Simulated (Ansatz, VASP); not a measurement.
**ZnCd2Se3: VASP beside Ansatz**

```
Zn Cd Se
1.0
     4.11139    0.00000    0.00000
    -2.05569    3.56057    0.00000
     0.00000    0.00000   10.07080
Zn Cd Se
1 2 3
Direct
  0.66667 0.33333 0.66667
  0.00000 0.00000 0.00000
  0.33333 0.66667 0.33333
  0.00000 0.00000 0.75000
  0.66667 0.33333 0.41667
  0.33333 0.66667 0.08333
```

Alike in both runs: task single point; functional PBE; k mesh 6 × 6 × 2; occupations gaussian, width 0.1 eV; no spin polarisation.

```csv
,VASP,Ansatz
version,VASP 6.6.1,Ansatz 0.2.0
potentials or method,"VASP PAW PBE potentials, release 64 (Zn, Cd, Se), cutoff 520 eV","scalar-relativistic, plane waves, PAW"
valence electrons in the cell,54,100
```

Ansatz gave:

| Item | Value |
| --- | --- |
| gap on the k mesh at the Fermi level (eV) | 0.86 |
| least direct gap on the mesh (eV) | 0.86 |
| pressure (GPa) | 8.1 |
| traceless stress, the component that is largest in VASP (GPa) | -0.08 |
| rms of the force components (eV/Å) | 0.436 |

**Question.** Which values does VASP return?

**Answer.** gap on the k mesh at the Fermi level (eV): 0.86; least direct gap on the mesh (eV): 0.86; pressure (GPa): 8.6; traceless stress, the component that is largest in VASP (GPa): -0.08; rms of the force components (eV/Å): 0.448.

Atom by atom the forces differ by 0.012 eV/Å (rms over components). With one functional, cell and mesh, what is left measures potentials, basis and numerics. VASP's potentials hold 54 valence electrons a cell and Ansatz's 100, so a difference there can come from the potentials and not from the codes.
